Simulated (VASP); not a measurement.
Crystal: GeP5.

```
Ge P
1.0
     0.00000    3.61665    3.61665
     3.61665    0.00000    3.61665
     3.61665    3.61665    0.00000
Ge P
1 5
Direct
  0.00000 0.00000 0.00000
  0.25000 0.25000 0.25000
  0.62078 0.62078 0.62078
  0.13767 0.62078 0.62078
  0.62078 0.62078 0.13767
  0.62078 0.13767 0.62078
```

The cell was generated, and may not be a known phase.

```yaml
Program: VASP 6.6.1
Task: relaxation of cell and atoms
Functional: PBE
Potentials_or_basis: VASP PAW PBE potentials, release 64 (Ge_d, P)
Cutoff: 600 eV
k_mesh: 10 × 10 × 10
Occupations: gaussian, width 0.1 eV
Spin: no spin polarisation
```

At the start: pressure 0.6 GPa; volume 15.77 Å³/atom.

Question: How do energy, volume and symmetry change on relaxing?

Answer: Over 11 steps the energy falls by 22.8 meV/atom and the volume is 17.11 Å³/atom (+8.5 %); space group F-43m (No. 216, to 0.1 Å) before and after.

The path:
```
step  energy change (eV)  largest force (eV/Å)  pressure (GPa)  volume (Å³)
   1              0.0000                0.3165            0.62        94.61
   2             -0.0230                0.3502            0.35        95.45
   3             -0.0890                0.3246           -0.07        98.01
   4             -0.1265                0.2877            1.15       103.26
   5             -0.1350                0.0133            0.35       101.34
   6             -0.1357                0.0398            0.49       101.73
   7             -0.1312                0.1723           -1.08       103.83
   8             -0.1366                0.0221            0.00       102.32
   9             -0.1366                0.0210            0.06       102.31
  10             -0.1368                0.0107            0.02       102.50
  11             -0.1368                0.0021            0.01       102.67
```

Final structure:
```
Ge P
1.0
     0.00000    3.71648    3.71648
     3.71648    0.00000    3.71648
     3.71648    3.71648    0.00000
Ge P
1 5
Direct
  0.00000 0.00000 0.00000
  0.25000 0.25000 0.25000
  0.61045 0.61045 0.61045
  0.16866 0.61045 0.61045
  0.61045 0.61045 0.16866
  0.61045 0.16866 0.61045
```

Caveat: an odd number of electrons without spin polarisation forces a metal; a magnetic or distorted state may lie lower.
